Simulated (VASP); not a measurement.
**KCl: single point with PBE**

Crystal: KCl.

```
K Cl
1.0
     0.00000    3.14485    3.14485
     3.14485    0.00000    3.14485
     3.14485    3.14485    0.00000
K Cl
1 1
Direct
  0.00000 0.00000 0.00000
  0.50000 0.50000 0.50000
```

```yaml
Program: VASP 6.6.1
Task: single point
Functional: PBE
Potentials_or_basis: VASP PAW PBE potentials, release 64 (K_sv, Cl)
Cutoff: 520 eV
k_mesh: 4 × 4 × 4
Occupations: gaussian, width 0.01 eV
Spin: no spin polarisation
Dipole_correction: no
Further_INCAR_settings: ALGO = Normal; EDIFF = 1e-07; NBANDS = 15
```

```
Pressure               : 0.8 GPa
Band gap on the k mesh : 5.19 eV, direct
```

Levels at points of the mesh, in eV from the valence-band top:
```tsv
k point	band 4	band 5	band 6	band 7	band 8	band 9	band 10	band 11	band 12	band 13
(0.00, 0.00, 0.00)	-10.66	-10.66	0.00	0.00	0.00	5.19	8.38	8.38	8.38	9.26
(0.50, 0.00, 0.00)	-10.66	-10.41	-1.06	-0.33	-0.33	7.60	8.61	10.53	10.53	11.42
(0.50, 0.50, 0.00)	-10.71	-10.71	-0.66	-0.22	-0.22	6.53	8.36	10.08	10.24	10.63
```

It took 28 s on 1 thread of AMD EPYC 7R13, with other jobs on the host, peak memory 0.17 GiB.

Caveat: the k points lie up to 0.43 Å⁻¹ apart. Expect the measured gap to be larger: semilocal functionals such as PBE lack the derivative discontinuity.
